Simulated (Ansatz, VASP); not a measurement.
ZnS in VASP and in Ansatz

```
Zn S
1.0
     3.81100    0.00000    0.00000
    -1.90550    3.30042    0.00000
     0.00000    0.00000    6.35868
Zn S
2 2
Direct
  0.33333 0.66667 0.00000
  0.66667 0.33333 0.50000
  0.33333 0.66667 0.38500
  0.66667 0.33333 0.88500
```

Change from the starting cell: zz strain of +2 %, crystal datasets.

Alike in both runs: task electric field gradients; functional PBEsol; k mesh 8 × 8 × 5; occupations fermi-dirac, width 0.03 eV; no spin polarisation.

|  | VASP | Ansatz |
| --- | --- | --- |
| version | VASP 6.6.1 | Ansatz 0.2.0 |
| potentials or method | VASP PAW PBE potentials, release 64 (Zn, S), cutoff 520 eV | all-electron PAW with datasets made for the crystal, scalar-relativistic |

|  | VASP | Ansatz | Ansatz less VASP |
| --- | --- | --- | --- |
| gap on the k mesh at the Fermi level (eV) | 2.01 | 2.01 | -0.001 |
| pressure (GPa) | -2.3 | -2.5 | -0.18 |
| traceless stress, the component that is largest in VASP (GPa) | -2.53 | -2.50 | +0.033 |
| rms of the force components (eV/Å) | 0.204 | 0.202 | -0.0024 |
| size of Vzz on the site where it differs most (V/Å²) | 27.0 | 25.4 | -1.56 |

VASP's potentials were made for PBE, not for PBEsol. Atom by atom the forces differ by 0.002 eV/Å (rms over components). Ansatz ran all-electron here, and VASP with PAW potentials.
